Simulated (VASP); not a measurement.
A run of VASP 6.6.1 is set up as follows.

POSCAR

```
AlN
1.0
    2.8328531496      0.0000000000      0.0000000000
   -1.4164265748      2.4533227928      0.0000000000
    0.0000000000      0.0000000000      4.8410108813
Al N
2 2
Direct
    0.0000000000      0.0000000000      0.0000000000
    0.0000000000      0.0000000000      0.5000000000
    0.3333333333      0.6666666667      0.2500000000
    0.6666666667      0.3333333333      0.7500000000
```

The input INCAR.step1:

```
PREC     = Accurate       # precision mode
ENCUT    = 520            # plane-wave cutoff, eV
ISMEAR   = 0              # smearing method
SIGMA    = 0.01           # smearing width, eV
LREAL    = False          # projectors in reciprocal space
LASPH    = True           # aspherical terms in the spheres
NELM     = 60             # most SCF steps
NBANDS   = 16             # bands
GGA      = PE             # functional
ALGO     = Normal         # electronic algorithm
EDIFF    = 1E-4           # SCF threshold, eV
LWAVE    = True           # write WAVECAR
LCHARG   = False          # write CHGCAR
```

The input INCAR.step2:

```
PREC     = Accurate       # precision mode
ENCUT    = 520            # plane-wave cutoff, eV
EDIFF    = 1E-6           # SCF threshold, eV
ISMEAR   = 0              # smearing method
SIGMA    = 0.01           # smearing width, eV
LREAL    = False          # projectors in reciprocal space
LASPH    = True           # aspherical terms in the spheres
NELM     = 60             # most SCF steps
ALGO     = Normal         # electronic algorithm
ISIF     = 2              # what is computed and relaxed
LWAVE    = False          # write WAVECAR
LCHARG   = False          # write CHGCAR
METAGGA  = R2SCAN         # meta-GGA
LMIXTAU  = True         
NBANDS   = 16             # bands
ISTART   = 1
```

Contents of KPOINTS:

```
Automatic mesh
0
Gamma
  12 12 6
```

Potentials or basis: VASP PAW PBE potentials, release 64 (Al, N).

Command:

```sh
$ cat potpaw_PBE.64/Al/POTCAR potpaw_PBE.64/N/POTCAR > POTCAR
$ cp INCAR.step1 INCAR
$ mpirun -np 1 vasp_std > vasp.out
$ cp INCAR.step2 INCAR
$ mpirun -np 1 vasp_std > vasp.out
```

What does it give for the pressure?

-0.8 GPa.

Estimate the band gap on the k mesh.

5.69 eV, indirect (least direct gap 5.96 eV).

Stress tensor (GPa, compression positive):
```
-0.70  0.00  0.00
 0.00 -0.70  0.00
 0.00  0.00 -0.86
```

Caveat: the PAW data sets were made with another functional, which shifts forces and pressure a little. A k mesh can miss the band edges.
